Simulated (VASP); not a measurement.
# LiF (P6_3mc) in VASP: further runs

The runs below take LiF through single point, with PBE.

Program: VASP 6.6.1. These are calculated values, not measurements. Logs are shortened: lines on timing, memory, paths and dates and some standing lists are left out, and cuts for length are marked.

## Step 1: The cell of the first run

Symmetry: P6_3mc, No. 186, hexagonal system. Conventional cell: a = 3.196 Å, b = 3.196 Å, c = 4.690 Å, α = 90.00°, β = 90.00°, γ = 120.00°. Li (site symmetry 3m) has 4 F at 1.77 to 1.93 Å within 2.3 Å. F (site symmetry 3m) has 4 Li at 1.77 to 1.93 Å within 2.3 Å.

## Step 2: Single point, PBE (c/a of the conventional cell at fixed volume 1.4678)

The input, INCAR:

```
SYSTEM = LiF
PREC = Accurate ; ENCUT = 520
EDIFF = 1E-6 ; ISMEAR = 0
SIGMA = 0.05 ; LREAL = .FALSE.
LASPH = .TRUE. ; NELM = 60
ALGO = Normal ; ISIF = 2
LWAVE = .FALSE. ; LCHARG = .TRUE.
GGA = PE ; LELF = .TRUE.
LVHAR = .TRUE. ; NBANDS = 18
```

The input, KPOINTS:

```
regular mesh
0
G
  9 9 6
  0 0 0
```

The input, POSCAR:

```
LiF
1.0
    3.1955814611      0.0000000000      0.0000000000
   -1.5977907305      2.7674547252      0.0000000000
    0.0000000000      0.0000000000      4.6904744686
Li F
2 2
Direct
    0.3333333333      0.6666666667      0.3708711514
    0.6666666667      0.3333333333      0.8708711514
    0.3333333333      0.6666666667      0.9939266766
    0.6666666667      0.3333333333      0.4939266766
```

Potentials or basis: VASP PAW PBE potentials, release 64 (Li_sv, F).

Started as:

```sh
$ cat potpaw_PBE.64/Li_sv/POTCAR potpaw_PBE.64/F/POTCAR > POTCAR
$ mpirun -np 1 vasp_std > vasp.out
```

OUTCAR:

```text
SYSTEM = LiF
   PREC = Accurate
   ENCUT = 520
   EDIFF = 1E-6
   ISMEAR = 0
   LREAL = .FALSE.
   LASPH = .TRUE.
   NELM = 60
   ISIF = 2
   GGA = PE

 ion  position               nearest neighbor table
   1  0.333  0.667  0.371-   3 1.77   4 1.93   4 1.93   4 1.93
   2  0.667  0.333  0.871-   4 1.77   3 1.93   3 1.93   3 1.93
   3  0.333  0.667  0.994-   1 1.77   2 1.93   2 1.93   2 1.93
   4  0.667  0.333  0.494-   2 1.77   1 1.93   1 1.93   1 1.93

  LATTYP: Found a hexagonal cell.
 ALAT       =     3.1955814611
 C/A-ratio  =     1.4678000000

  Lattice vectors:

 A1 = (   3.1955814611,   0.0000000000,   0.0000000000)
 A2 = (  -1.5977907305,   2.7674547252,   0.0000000000)
 A3 = (   0.0000000000,   0.0000000000,   4.6904744686)

Analysis of symmetry for initial positions (statically):
=====================================================================
 Subroutine PRICEL returns:
 Original cell was already a primitive cell.

 Routine SETGRP: Setting up the symmetry group for a
 hexagonal supercell.

 Subroutine GETGRP returns: Found 12 space group operations
 (whereof  6 operations were pure point group operations)
 out of a pool of 24 trial point group operations.

The static configuration has the point symmetry C_3v.
 The point group associated with its full space group is C_6v.

Analysis of symmetry for dynamics (positions and initial velocities):
=====================================================================
 Subroutine PRICEL returns:
 Original cell was already a primitive cell.

 Routine SETGRP: Setting up the symmetry group for a
 hexagonal supercell.

 Subroutine GETGRP returns: Found 12 space group operations
 (whereof  6 operations were pure point group operations)
 out of a pool of 24 trial point group operations.

The dynamic configuration has the point symmetry C_3v.
 The point group associated with its full space group is C_6v.

 Subroutine INISYM returns: Found 12 space group operations
 (whereof  6 operations are pure point group operations),
 and found     1 'primitive' translations

----------------------------------------------------------------------------------------

                                     Primitive cell

  volume of cell :      41.4808

  direct lattice vectors                    reciprocal lattice vectors
     3.195581461  0.000000000  0.000000000     0.312932095  0.180671429  0.000000000
    -1.597790731  2.767454725  0.000000000     0.000000000  0.361342858  0.000000000
     0.000000000  0.000000000  4.690474469     0.000000000  0.000000000  0.213198048

  length of vectors
     3.195581461  3.195581461  4.690474469     0.361342858  0.361342858  0.213198048

  position of ions in fractional coordinates (direct lattice)
     0.333333333  0.666666667  0.370871151
     0.666666667  0.333333333  0.870871151
     0.333333333  0.666666667  0.993926677
     0.666666667  0.333333333  0.493926677

  ion indices of the primitive-cell ions
   primitive index   ion index
                 1           1
                 2           2
                 3           3
                 4           4

----------------------------------------------------------------------------------------

 KPOINTS: regular mesh

Automatic generation of k-mesh.
 Grid dimensions read from file:
 generate k-points for:    9    9    6

 Generating k-lattice:

  Cartesian coordinates                     Fractional coordinates (reciprocal lattice)
     0.034770233  0.020074603  0.000000000     0.111111111  0.000000000  0.000000000
     0.000000000  0.040149206  0.000000000     0.000000000  0.111111111  0.000000000
     0.000000000  0.000000000  0.035533008     0.000000000  0.000000000  0.166666667

  Length of vectors
     0.040149206  0.040149206  0.035533008

  Shift w.r.t. Gamma in fractional coordinates (k-lattice)
     0.000000000  0.000000000  0.000000000

 Subroutine IBZKPT returns following result:
 ===========================================

 Found     48 irreducible k-points:

 Following reciprocal coordinates:
[... 53 lines left out ...]
  band No.  band energies     occupation
      1     -43.2033      2.00000
      2     -43.1748      2.00000
      3     -21.9528      2.00000
      4     -21.7977      2.00000
      5      -4.3932      2.00000
      6      -3.9221      2.00000
[... 10 lines left out ...]
     17      16.7240      0.00000
     18      17.1335      0.00000

 k-point     8 :       0.3333    0.1111    0.0000
  band No.  band energies     occupation
      1     -43.1945      2.00000
      2     -43.1760      2.00000
      3     -21.9030      2.00000
      4     -21.8048      2.00000
      5      -4.4650      2.00000
      6      -4.0038      2.00000
[... 10 lines left out ...]
     17      16.2312      0.00000
     18      17.5870      0.00000
[... 229 lines left out ...]
     17      16.5935      0.00000
     18      17.3557      0.00000

 k-point    20 :       0.3333    0.1111    0.1667
  band No.  band energies     occupation
      1     -43.1933      2.00000
      2     -43.1772      2.00000
      3     -21.8975      2.00000
      4     -21.8126      2.00000
      5      -4.4439      2.00000
      6      -3.9965      2.00000
[... 10 lines left out ...]
     17      16.2406      0.00000
     18      17.6661      0.00000

 k-point    21 :       0.4444    0.1111    0.1667
  band No.  band energies     occupation
      1     -43.1892      2.00000
      2     -43.1783      2.00000
      3     -21.8735      2.00000
      4     -21.8194      2.00000
      5      -4.5487      2.00000
      6      -3.8868      2.00000
[... 10 lines left out ...]
     17      16.0622      0.00000
     18      17.8150      0.00000

 k-point    22 :       0.2222    0.2222    0.1667
  band No.  band energies     occupation
      1     -43.1939      2.00000
      2     -43.1771      2.00000
      3     -21.9019      2.00000
      4     -21.8109      2.00000
      5      -4.2668      2.00000
      6      -4.2151      2.00000
[... 10 lines left out ...]
     17      16.7774      0.00000
     18      17.7251      0.00000

 k-point    23 :       0.3333    0.2222    0.1667
  band No.  band energies     occupation
      1     -43.1875      2.00000
      2     -43.1790      2.00000
      3     -21.8655      2.00000
      4     -21.8211      2.00000
      5      -4.4874      2.00000
      6      -4.0300      2.00000
[... 10 lines left out ...]
     17      16.3182      0.00000
     18      17.9278      0.00000

 k-point    24 :       0.3333    0.3333    0.1667
  band No.  band energies     occupation
      1     -43.1825      2.00000
      2     -43.1825      2.00000
      3     -21.8385      2.00000
      4     -21.8385      2.00000
      5      -4.5246      2.00000
      6      -3.8917      2.00000
[... 10 lines left out ...]
     17      15.7869      0.00000
     18      17.8273      0.00000

 [... further k-points ...]

------------------------ aborting loop because EDIFF is reached ----------------------------------------

  FORCE on cell =-STRESS in cart. coord.  units (eV):
  Direction    XX          YY          ZZ          XY          YZ          ZX
  --------------------------------------------------------------------------------------
  -------------------------------------------------------------------------------------
  Total       -0.6131501     -0.6131501      1.6880604     -0.0000000      0.0000000      0.0000000
  in kB      -23.6826442    -23.6826442     65.2005673     -0.0000000      0.0000000      0.0000000
  external PRESSURE =       5.9450930 kB  Pullay stress =       0.0000000 kB

 VOLUME and BASIS-vectors are now :
 -----------------------------------------------------------------------------
  energy-cutoff  :      520.00
  volume of cell :       41.48
      direct lattice vectors                 reciprocal lattice vectors
     3.195581461  0.000000000  0.000000000     0.312932095  0.180671429  0.000000000
    -1.597790731  2.767454725  0.000000000     0.000000000  0.361342858  0.000000000
     0.000000000  0.000000000  4.690474469     0.000000000  0.000000000  0.213198048

 POSITION                                       TOTAL-FORCE (eV/Angst)
 -----------------------------------------------------------------------------------
     -0.00000      1.84497      1.73956        -0.000000      0.000000      0.510248
      1.59779      0.92248      4.08480         0.000000     -0.000000      0.510248
     -0.00000      1.84497      4.66199         0.000000     -0.000000     -0.510248
      1.59779      0.92248      2.31675        -0.000000      0.000000     -0.510248
 -----------------------------------------------------------------------------------
    total drift:                               -0.000000     -0.000001      0.003379

  FREE ENERGIE OF THE ION-ELECTRON SYSTEM (eV)
  ---------------------------------------------------
  free  energy   TOTEN  =       -19.2310751431 eV

  energy  without entropy=      -19.2310751431  energy(sigma->0) =      -19.23107514
```

It took 46 s on 1 thread of AMD EPYC 7R13 (Zen 3), shared host; peak memory 0.13 GiB.

What came out:

* Free energy: -19.2311 eV
* Largest force: 0.510 eV/Å
* Band gap on the k mesh: 7.57 eV, direct

Forces on the atoms (eV/Å):
```
Li   0.000  0.000  0.510
Li   0.000  0.000  0.510
F    0.000  0.000 -0.510
F    0.000  0.000 -0.510
```

Caveat: the cutoff is under 1.25 times the usual one of these potentials, so pressure, stress and relaxed cells hold a basis-set (Pulay) error.

## Step 3: Single point, PBE (c/a of the conventional cell at fixed volume 1.5180)

The input, INCAR:

```
ALGO     = Normal         # electronic algorithm
EDIFF    = 1E-6           # SCF threshold, eV
ENCUT    = 520            # plane-wave cutoff, eV
GGA      = PE             # functional
ISIF     = 2              # what is computed and relaxed
ISMEAR   = 0              # smearing method
LASPH    = True           # aspherical terms in the spheres
LCHARG   = False          # write CHGCAR
LREAL    = False          # projectors in reciprocal space
LWAVE    = False          # write WAVECAR
NBANDS   = 18             # bands
NELM     = 80             # most SCF steps
PREC     = Accurate       # precision mode
SIGMA    = 0.05           # smearing width, eV
```

The input, KPOINTS:

```
k-points
0
Gamma
  9 9 6
```

The input, POSCAR:

```
LiF
1.0
    3.1599600852      0.0000000000      0.0000000000
   -1.5799800426      2.7366057088      0.0000000000
    0.0000000000      0.0000000000      4.7968194094
Li F
2 2
Direct
    0.3333333333      0.6666666667      0.3708711514
    0.6666666667      0.3333333333      0.8708711514
    0.3333333333      0.6666666667      0.9939266766
    0.6666666667      0.3333333333      0.4939266766
```

Potentials or basis: VASP PAW PBE potentials, release 64 (Li_sv, F).

Started as:

```sh
$ cat potpaw_PBE.64/Li_sv/POTCAR potpaw_PBE.64/F/POTCAR > POTCAR
$ mpirun -np 1 vasp_std > vasp.out
```

It took 43 s on 1 thread of AMD EPYC 7R13 (Zen 3), shared host; peak memory 0.13 GiB.

The run converged. Its results:

```
Free energy            : -19.2722 eV
Largest force          : 0.314 eV/Å
Band gap on the k mesh : 7.60 eV, direct
```

Forces on the atoms (eV/Å):
```
Li   0.000  0.000  0.314
Li   0.000  0.000  0.314
F    0.000  0.000 -0.314
F    0.000  0.000 -0.314
```

Levels at points of the mesh, in eV from the valence-band top:
| k point | band 7 | band 8 | band 9 | band 10 | band 11 | band 12 | band 13 | band 14 |
| --- | --- | --- | --- | --- | --- | --- | --- | --- |
| (0.00, 0.00, 0.00) | -0.44 | -0.10 | -0.10 | 0.00 | 7.60 | 11.98 | 15.04 | 18.04 |
| (0.00, 0.00, 0.50) | -0.27 | -0.27 | -0.27 | -0.27 | 9.27 | 9.27 | 17.67 | 17.67 |

Caveat: the cutoff is under 1.25 times the usual one of these potentials, so pressure, stress and relaxed cells hold a basis-set (Pulay) error.

## Step 4: Single point, PBE (c/a of the conventional cell at fixed volume 1.6936)

The input, INCAR:

```
SYSTEM = LiF
PREC = Accurate
ENCUT = 520
EDIFF = 1E-7
ISMEAR = 0
SIGMA = 0.05
LREAL = .FALSE.
LASPH = .TRUE.
NELM = 100
ALGO = Normal
ISIF = 2
LWAVE = .FALSE.
LCHARG = .FALSE.
GGA = PE
NBANDS = 18
```

The input, KPOINTS:

```
Automatic mesh
0
G
  9 9 6
  0 0 0
```

The input, POSCAR:

```
LiF
1.0
    3.0467389106      0.0000000000      0.0000000000
   -1.5233694553      2.6385532953      0.0000000000
    0.0000000000      0.0000000000      5.1599570191
Li F
2 2
Direct
    0.3333333333      0.6666666667      0.4218720114
    0.6666666667      0.3333333333      0.9218720114
    0.3333333333      0.6666666667      0.9939266766
    0.6666666667      0.3333333333      0.4939266766
```

Started as:

```sh
$ cat potpaw_PBE.64/Li_sv/POTCAR potpaw_PBE.64/F/POTCAR > POTCAR
$ mpirun -np 1 vasp_std > vasp.out
```

Run time: 66 s. Hardware: 1 thread of AMD EPYC 7R13 (Zen 3), shared host; peak memory 0.13 GiB.

The run converged. Its results:

- Free energy: -19.1318 eV
- Largest force: 0.349 eV/Å
- Band gap on the k mesh: 7.48 eV, direct

Forces in eV/Å, atoms in the order of the input:
```
Li   0.000  0.000 -0.349
Li   0.000  0.000 -0.349
F    0.000  0.000  0.349
F    0.000  0.000  0.349
```

Levels at points of the mesh, in eV from the valence-band top:
```
           k point  band 7  band 8  band 9  band 10  band 11  band 12  band 13  band 14
(0.00, 0.00, 0.00)   -0.48   -0.29   -0.29     0.00     7.48    11.36    14.64    18.80
(0.00, 0.00, 0.50)   -0.39   -0.39   -0.39    -0.39     9.15     9.15    16.65    16.65
```

Caveat: the cutoff is under 1.25 times the usual one of these potentials, so pressure, stress and relaxed cells hold a basis-set (Pulay) error. A k mesh can miss the band edges.

## Step 5: Single point, PBE (c/a of the conventional cell at fixed volume 1.5932)

The input, INCAR:

```
SYSTEM = LiF
PREC     = Accurate       ! precision mode
ENCUT    = 520            ! plane-wave cutoff, eV
EDIFF    = 1E-6           ! SCF threshold, eV
ISMEAR   = 0              ! smearing method
SIGMA    = 0.05           ! smearing width, eV
LREAL    = .FALSE.        ! projectors in reciprocal space
LASPH    = .TRUE.         ! aspherical terms in the spheres
NELM     = 80             ! most SCF steps
ALGO     = Normal         ! electronic algorithm
ISIF     = 2              ! what is computed and relaxed
LWAVE    = .FALSE.        ! write WAVECAR
LCHARG   = .FALSE.        ! write CHGCAR
GGA      = PE             ! functional
NBANDS   = 18             ! bands
```

KPOINTS is that of step 4.

The input, POSCAR:

```
LiF
1.0
    3.1094393350      0.0000000000      0.0000000000
   -1.5547196675      2.6928534557      0.0000000000
    0.0000000000      0.0000000000      4.9539587486
Li F
2 2
Direct
    0.3333333333      0.6666666667      0.3606709794
    0.6666666667      0.3333333333      0.8606709794
    0.3333333333      0.6666666667      0.9939266766
    0.6666666667      0.3333333333      0.4939266766
```

Started as:

```sh
$ cat potpaw_PBE.64/Li_sv/POTCAR potpaw_PBE.64/F/POTCAR > POTCAR
$ mpirun -np 1 vasp_std > vasp.out
```

It took 48 s on 1 thread of AMD EPYC 7R13 (Zen 3), shared host; peak memory 0.13 GiB.

The run converged. Its results:

- Free energy: -19.2767 eV
- Largest force: 0.302 eV/Å
- Band gap on the k mesh: 7.66 eV, direct

Forces in eV/Å, atoms in the order of the input:
```
Li   0.000  0.000  0.302
Li   0.000  0.000  0.302
F    0.000  0.000 -0.302
F    0.000  0.000 -0.302
```

Levels at points of the mesh, in eV from the valence-band top:
```tsv
k point	band 7	band 8	band 9	band 10	band 11	band 12	band 13	band 14
(0.00, 0.00, 0.00)	-0.29	-0.05	0.00	0.00	7.66	11.79	14.78	18.50
(0.00, 0.00, 0.50)	-0.14	-0.14	-0.14	-0.14	9.24	9.24	17.35	17.35
```

Caveat: the cutoff is under 1.25 times the usual one of these potentials, so pressure, stress and relaxed cells hold a basis-set (Pulay) error.

## Step 6: Single point, PBE (c/a of the conventional cell at fixed volume 1.6685)

The input, INCAR:

```
  PREC = Accurate
  ENCUT = 520
  EDIFF = 1E-6
  ISMEAR = 0
  SIGMA = 0.05
  LREAL = False
  LASPH = True
  NELM = 60
  ALGO = Normal
  ISIF = 2
  LWAVE = False
  LCHARG = False
  GGA = PE
  NBANDS = 18
```

The input, KPOINTS:

```
Automatic mesh
0
Gamma
  9 9 6
```

The input, POSCAR:

```
LiF
1.0
    3.0619407579      0.0000000000      0.0000000000
   -1.5309703789      2.6517184812      0.0000000000
    0.0000000000      0.0000000000      5.1088481545
Li F
2 2
Direct
    0.3333333333      0.6666666667      0.3912714954
    0.6666666667      0.3333333333      0.8912714954
    0.3333333333      0.6666666667      0.9939266766
    0.6666666667      0.3333333333      0.4939266766
```

Potentials or basis: VASP PAW PBE potentials, release 64 (Li_sv, F).

Started as:

```sh
$ cat potpaw_PBE.64/Li_sv/POTCAR potpaw_PBE.64/F/POTCAR > POTCAR
$ mpirun -np 1 vasp_std > vasp.out
```

Run time: 71 s. Hardware: 1 thread of AMD EPYC 7R13, shared host; peak memory 0.14 GiB.

It converged, with:

* Free energy: -19.2517 eV
* Largest force: 0.246 eV/Å
* Band gap on the k mesh: 7.59 eV, direct

Forces in eV/Å, atoms in the order of the input:
```
Li   0.000  0.000 -0.246
Li   0.000  0.000 -0.246
F    0.000  0.000  0.246
F    0.000  0.000  0.246
```

Levels at points of the mesh, in eV from the valence-band top:
| k point | band 6 | band 7 | band 8 | band 9 | band 10 | band 11 | band 12 | band 13 | band 14 | band 15 |
| --- | --- | --- | --- | --- | --- | --- | --- | --- | --- | --- |
| (0.00, 0.00, 0.00) | -0.35 | -0.35 | -0.12 | -0.12 | 0.00 | 7.59 | 11.50 | 14.63 | 18.77 | 18.77 |
| (0.00, 0.00, 0.50) | -1.09 | -0.24 | -0.24 | -0.24 | -0.24 | 9.21 | 9.21 | 16.77 | 16.77 | 19.02 |

Caveat: the cutoff is under 1.25 times the usual one of these potentials, so pressure, stress and relaxed cells hold a basis-set (Pulay) error. A k mesh can miss the band edges.

## Step 7: The runs side by side

| cell | gap on the mesh (eV) | largest force (eV/Å) |
| --- | --- | --- |
| a = 3.196, b = 3.196, c = 4.690 Å, angles 90.0, 90.0, 120.0°, 4 atoms | 7.57 | 0.51 |
| a = 3.160, b = 3.160, c = 4.797 Å, angles 90.0, 90.0, 120.0°, 4 atoms | 7.60 | 0.31 |
| a = 3.047, b = 3.047, c = 5.160 Å, angles 90.0, 90.0, 120.0°, 4 atoms | 7.48 | 0.35 |
| a = 3.109, b = 3.109, c = 4.954 Å, angles 90.0, 90.0, 120.0°, 4 atoms | 7.66 | 0.30 |
| a = 3.062, b = 3.062, c = 5.109 Å, angles 90.0, 90.0, 120.0°, 4 atoms | 7.59 | 0.25 |

Alike in all rows: task single point; level PBE; potentials or basis VASP PAW PBE potentials, release 64 (Li_sv, F); no spin polarisation; k mesh 9 × 9 × 6; cutoff (eV) 520; smearing gaussian 0.05 eV.

Caveats: the cutoff is under 1.25 times the usual one of these potentials, so pressure, stress and relaxed cells hold a basis-set (Pulay) error.

Total energies depend on the potentials used, so only differences within one code and one set of settings carry meaning.
